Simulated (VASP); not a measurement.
# AlRu: single point with PBE

Crystal: AlRu.

```xyz
4
Lattice="2.8770 0.0000 0.0000 -1.4385 2.4915 0.0000 0.0000 0.0000 7.9095" Properties=species:S:1:pos:R:3 pbc="T T T"
Al    0.0000    0.0000    3.9548
Al    0.0000    0.0000    0.0000
Ru    1.4385    0.8305    5.9321
Ru    0.0000    1.6610    1.9774
```

| Item | Value |
| --- | --- |
| Program | VASP 6.6.1 |
| Task | single point |
| Functional | PBE |
| Potentials or basis | VASP PAW PBE potentials, release 64 (Al, Ru_pv) |
| Cutoff | 520 eV |
| k mesh | 18 × 18 × 6 |
| Occupations | gaussian, width 0.1 eV |
| Spin | no spin polarisation |
| Dipole correction | no |
| k mesh for the DOS | 27 × 27 × 9 |
| Occupations for the DOS | tetrahedron |
| Further INCAR settings | ALGO = Fast; EDIFF = 1e-06 |

* Valence electrons inside the program's atomic spheres: Al 0.81; Ru 12.72

Levels at points of the mesh, in eV from the Fermi level:
```
           k point  band 13  band 14  band 15  band 16  band 17  band 18  band 19  band 20  band 21
(0.00, 0.00, 0.00)    -1.68    -1.67    -1.67    -0.23    -0.14    -0.14     0.02     0.02     6.27
```

Run time: 4.8 min on 1 thread of AMD EPYC 9R45 96-Core Processor (Zen 5) (shared host), peak memory 0.46 GiB.
